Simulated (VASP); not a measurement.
# N (P4_2/mnm) in VASP: elastic constants with PBEsol

Aim: the elastic constants of N with PBEsol.

Everything below comes from runs of VASP 6.6.1. Logs are shortened: lines on timing, memory, paths and dates and some standing lists are left out, and cuts for length are marked.

**1. The cell of the first run**

The structure is tetragonal, space group P4_2/mnm (No. 136). Conventional cell: a = 4.432 Å, b = 4.432 Å, c = 5.754 Å, α = 90.00°, β = 90.00°, γ = 90.00°. Within 1.5 Å of N (site symmetry m2m) lie 1 N at 1.10 Å.

**2. Elastic constants, PBEsol**

The input, INCAR:

```
  PREC = Accurate
  ENCUT = 600
  EDIFF = 1E-8
  ISMEAR = 0
  SIGMA = 0.01
  LREAL = F
  LASPH = T
  NELM = 60
  ALGO = Normal
  ISIF = 3
  LWAVE = F
  LCHARG = F
  GGA = PS
  IBRION = 6
  NFREE = 2
  POTIM = 0.015
  NSW = 1
```

The input, KPOINTS:

```
Automatic mesh
0
Gamma
  6 6 4
```

The input, POSCAR:

```
N
1.0
    4.4319577734      0.0000000000      0.0000000000
    0.0000000000      4.4319577734      0.0000000000
    0.0000000000      0.0000000000      5.7540845631
N
4
Direct
    0.9122658589      0.9122658589      0.0000000000
    0.5877341411      0.4122658589      0.5000000000
    0.0877341411      0.0877341411      0.0000000000
    0.4122658589      0.5877341411      0.5000000000
```

Potentials or basis: VASP PAW PBE potentials, release 64 (N).

The run is started by

```
$ cat potpaw_PBE.64/N/POTCAR > POTCAR
$ mpirun -np 1 vasp_std > vasp.out
```

OUTCAR:

```text
PREC = Accurate
   ENCUT = 600
   EDIFF = 1E-8
   ISMEAR = 0
   LREAL = F
   LASPH = T
   NELM = 60
   ISIF = 3
   GGA = PS
   IBRION = 6
   NFREE = 2
   POTIM = 0.015
   NSW = 1

 ion  position               nearest neighbor table
   1  0.912  0.912  0.000-   3 1.10
   2  0.588  0.412  0.500-   4 1.10
   3  0.088  0.088  0.000-   1 1.10
   4  0.412  0.588  0.500-   2 1.10

  LATTYP: Found a simple tetragonal cell.
 ALAT       =     4.4319577734
 C/A-ratio  =     1.2983166486

  Lattice vectors:

 A1 = (   4.4319577734,   0.0000000000,   0.0000000000)
 A2 = (   0.0000000000,   4.4319577734,   0.0000000000)
 A3 = (   0.0000000000,   0.0000000000,   5.7540845631)

Analysis of symmetry for initial positions (statically):
=====================================================================
 Subroutine PRICEL returns:
 Original cell was already a primitive cell.

 Routine SETGRP: Setting up the symmetry group for a
 simple tetragonal supercell.

 Subroutine GETGRP returns: Found 16 space group operations
 (whereof  8 operations were pure point group operations)
 out of a pool of 16 trial point group operations.

The static configuration has the point symmetry D_2h.
 The point group associated with its full space group is D_4h.

Analysis of symmetry for dynamics (positions and initial velocities):
=====================================================================
 Subroutine PRICEL returns:
 Original cell was already a primitive cell.

 Routine SETGRP: Setting up the symmetry group for a
 simple tetragonal supercell.

 Subroutine GETGRP returns: Found 16 space group operations
 (whereof  8 operations were pure point group operations)
 out of a pool of 16 trial point group operations.

The dynamic configuration has the point symmetry D_2h.
 The point group associated with its full space group is D_4h.

 Subroutine INISYM returns: Found 16 space group operations
 (whereof  8 operations are pure point group operations),
 and found     1 'primitive' translations

----------------------------------------------------------------------------------------

                                     Primitive cell

  volume of cell :     113.0232

  direct lattice vectors                    reciprocal lattice vectors
     4.431957773  0.000000000  0.000000000     0.225633919  0.000000000  0.000000000
     0.000000000  4.431957773  0.000000000     0.000000000  0.225633919  0.000000000
     0.000000000  0.000000000  5.754084563     0.000000000  0.000000000  0.173789591

  length of vectors
     4.431957773  4.431957773  5.754084563     0.225633919  0.225633919  0.173789591

  position of ions in fractional coordinates (direct lattice)
     0.912265859  0.912265859  0.000000000
     0.587734141  0.412265859  0.500000000
     0.087734141  0.087734141  0.000000000
     0.412265859  0.587734141  0.500000000

  ion indices of the primitive-cell ions
   primitive index   ion index
                 1           1
                 2           2
                 3           3
                 4           4

----------------------------------------------------------------------------------------

 KPOINTS: Automatic mesh

Automatic generation of k-mesh.
 Grid dimensions read from file:
 generate k-points for:    6    6    4

[... 121 lines left out ...]
  Total        1.8356282      1.8356282     -0.0936055      0.0000000      0.0000000      0.0000000
  in kB       26.0212303     26.0212303     -1.3269194      0.0000000      0.0000000      0.0000000
  external PRESSURE =      16.9051804 kB  Pullay stress =       0.0000000 kB
[... 95 lines left out ...]
  FREE ENERGIE OF THE ION-ELECTRON SYSTEM (eV)
  ---------------------------------------------------
  free  energy   TOTEN  =       -34.1178613168 eV

  energy  without entropy=      -34.1178613168  energy(sigma->0) =      -34.11786132

[... ionic steps 4 to 14 ...]

--------------------------------------- Ionic step       15  -------------------------------------------

 number of electron      19.9999999 magnetization

------------------------ aborting loop because EDIFF is reached ----------------------------------------
[... 71 lines left out ...]
--------------------------------------- Ionic step       17  -------------------------------------------

 number of electron      19.9999999 magnetization

 Free energy of the ion-electron system (eV)
  ---------------------------------------------------
  ext. energy  EPLUGINS =         0.00000000
  ---------------------------------------------------
  free energy    TOTEN  =       -34.15685676 eV

  energy without entropy =      -34.15685676  energy(sigma->0) =      -34.15685676

 E-fermi :  -7.1812     XC(G=0):  -5.5750

 val. band max:       -7.2472845122   @ k =   0.5000   0.5000   0.5000
 cond. band min:       0.0871974687   @ k =   0.0000   0.0000   0.0000
 fundamental gap:      7.3344819808
 Fermi energy:        -7.1812217469

 k-point     1 :       0.0000    0.0000    0.0000
  band No.  band energies     occupation
      1     -25.5820      2.00000
      2     -25.5571      2.00000
      3     -10.5140      2.00000
      4     -10.5132      2.00000
      5      -9.0860      2.00000
      6      -8.7898      2.00000
      7      -8.7890      2.00000
      8      -8.7297      2.00000
      9      -7.8437      2.00000
     10      -7.3373      2.00000
     11       0.0872      0.00000
     12       0.7114      0.00000
     13       0.9463      0.00000
     14       0.9479      0.00000
[... 377 lines left out ...]
      1     -25.5659      2.00000
      2     -25.5643      2.00000
      3     -10.6384      2.00000
      4     -10.6335      2.00000
      5      -8.9845      2.00000
      6      -8.9811      2.00000
      7      -8.7814      2.00000
      8      -8.7808      2.00000
      9      -7.4099      2.00000
     10      -7.4060      2.00000
     11       0.5346      0.00000
     12       0.5395      0.00000
     13       1.0077      0.00000
     14       1.0176      0.00000

 [... further k-points ...]

------------------------ aborting loop because EDIFF is reached ----------------------------------------

  FORCE on cell =-STRESS in cart. coord.  units (eV):
  Direction    XX          YY          ZZ          XY          YZ          ZX
  --------------------------------------------------------------------------------------
  -------------------------------------------------------------------------------------
  Total        1.8262956      1.8262956     -0.0930810     -0.0094015      0.0184872      0.0184872
  in kB       25.8889357     25.8889357     -1.3194840     -0.1332722      0.2620687      0.2620679
  external PRESSURE =      16.8194625 kB  Pullay stress =       0.0000000 kB
[... 19 lines left out ...]
  FREE ENERGIE OF THE ION-ELECTRON SYSTEM (eV)
  ---------------------------------------------------
  free  energy   TOTEN  =       -34.1568567615 eV

  energy  without entropy=      -34.1568567615  energy(sigma->0) =      -34.15685676

 INTERNAL STRAIN TENSORS FROM STRAINED CELLS
 ============================================

 INTERNAL STRAIN TENSOR FOR ION    1 for displacements in x,y,z  (eV/Angst):
          X           Y           Z          XY          YZ          ZX
  --------------------------------------------------------------------------------
  x    63.64639    64.88753    -0.14020    65.06376    -0.00011    -0.00006
  y    64.88761    63.64634    -0.14020    63.76722    -0.00011    -0.00004
  z     0.00000    -0.00000    -0.00000     0.00000    -1.23706     0.01875

 INTERNAL STRAIN TENSORS FROM DISPLACED ATOMS
 ============================================

 INTERNAL STRAIN TENSOR FOR ION    1 for displacements in x,y,z  (eV/Angst):
          X           Y           Z          XY          YZ          ZX
  --------------------------------------------------------------------------------
  x    62.35102    64.91535    -0.12742    63.74508     0.00000     0.00000
  y    64.91535    62.35102    -0.12742    63.74507     0.00000     0.00000
  z     0.00000     0.00000     0.00000     0.00000    -1.23295    -1.23295

 INTERNAL STRAIN TENSOR FOR ION    4 for displacements in x,y,z  (eV/Angst):
          X           Y           Z          XY          YZ          ZX
  --------------------------------------------------------------------------------
  x    62.35102    64.91535    -0.12742   -63.74508     0.00000     0.00000
  y   -64.91535   -62.35102     0.12742    63.74507     0.00000     0.00000
  z     0.00000     0.00000     0.00000     0.00000     1.23295    -1.23295

 Eigenvectors and eigenvalues of the dynamical matrix
 ----------------------------------------------------

   1 f  =   76.139155 THz   478.396422 2PiTHz 2539.728843 cm-1   314.886103 meV
             X         Y         Z           dx          dy          dz
      4.043124  4.043124  0.000000    -0.353553   -0.353553    0.000000
      2.604813  1.827145  2.877042    -0.353553    0.353553   -0.000000
      0.388834  0.388834  0.000000     0.353553    0.353553   -0.000000
      1.827145  2.604813  2.877042     0.353553   -0.353553   -0.000000
[... 71 lines left out ...]
  12 f/i=    7.499827 THz    47.122804 2PiTHz  250.167309 cm-1    31.016779 meV
             X         Y         Z           dx          dy          dz
      4.043124  4.043124  0.000000    -0.353553    0.353553   -0.000000
      2.604813  1.827145  2.877042     0.353553    0.353553    0.000000
      0.388834  0.388834  0.000000     0.353553   -0.353553    0.000000
      1.827145  2.604813  2.877042    -0.353553   -0.353553   -0.000000

--------------------------------------------------------------------------------------------------------

 ELASTIC MODULI CONTR FROM IONIC RELAXATION (kBar)
 Direction    XX          YY          ZZ          XY          YZ          ZX
 --------------------------------------------------------------------------------
 XX       -1383.5258  -1383.5258      2.7704      0.0000      0.0000     -0.0000
 YY       -1383.5258  -1383.5258      2.7704      0.0000      0.0000     -0.0000
 ZZ           2.7704      2.7704     -0.0055     -0.0000     -0.0000      0.0000
 XY           0.0000      0.0000     -0.0000  -1387.5630     -0.0000     -0.0000
 YZ           0.0000      0.0000     -0.0000     -0.0000      0.0000     -0.0000
 ZX          -0.0000     -0.0000      0.0000     -0.0000      0.0000      0.0000
 --------------------------------------------------------------------------------

 TOTAL ELASTIC MODULI (kBar)
 Direction    XX          YY          ZZ          XY          YZ          ZX
 --------------------------------------------------------------------------------
 XX          -8.5779     43.7768      2.7478      0.0000      0.0000     -0.0000
 YY          43.7768     -8.5779      2.7478      0.0000      0.0000     -0.0000
 ZZ           2.7478      2.7478      4.0209     -0.0000     -0.0000      0.0000
 XY           0.0000      0.0000     -0.0000     18.2864     -0.0000     -0.0000
 YZ           0.0000      0.0000     -0.0000     -0.0000    -10.4512     -0.0000
 ZX          -0.0000     -0.0000      0.0000     -0.0000      0.0000    -10.4511
 --------------------------------------------------------------------------------
```

Run time: 22 min. Hardware: 1 thread of Intel Xeon 8259CL, shared host; peak memory 0.36 GiB.

Results:

```yaml
Voigt_bulk_modulus: 1 GPa
Highest_phonon_frequency_at_Γ: 2540 cm⁻¹
Most_unstable_mode: 250i cm⁻¹
```

Phonon frequencies in cm⁻¹ (negative: imaginary):
```
              q point                                     frequencies
(0.000, 0.000, 0.000)  -250 -249 -249 -247 -4 -4 0 23 23 35 2539 2540
```

Elastic tensor in Voigt notation (GPa, in the Cartesian axes of the cell as first typed):
```
-1  4  0  0  0  0
 4 -1  0  0  0  0
 0  0  0  0  0  0
 0  0  0 -1  0  0
 0  0  0  0 -1  0
 0  0  0  0  0  2
```

Clamped-ion elastic tensor (GPa):
```
137 143   0   0   0   0
143 137   0   0   0   0
  0   0   0   0   0   0
  0   0   0  -1   0   0
  0   0   0   0  -1   0
  0   0   0   0   0 141
```

Caveat: the cell is under stress, which shifts elastic constants; some modes are imaginary; the standard files for N, O and F lose accuracy on very short bonds; the elastic tensor has a negative eigenvalue, so either the cell is unstable as it stands or the mesh is too thin; this functional lacks dispersion, which holds the molecules together, so the pressure and a relaxed volume are unreliable; the PAW data sets were made with another functional, which shifts forces and pressure a little; this functional lacks dispersion, which binds layers or chains, so the pressure and a relaxed spacing across them are unreliable.
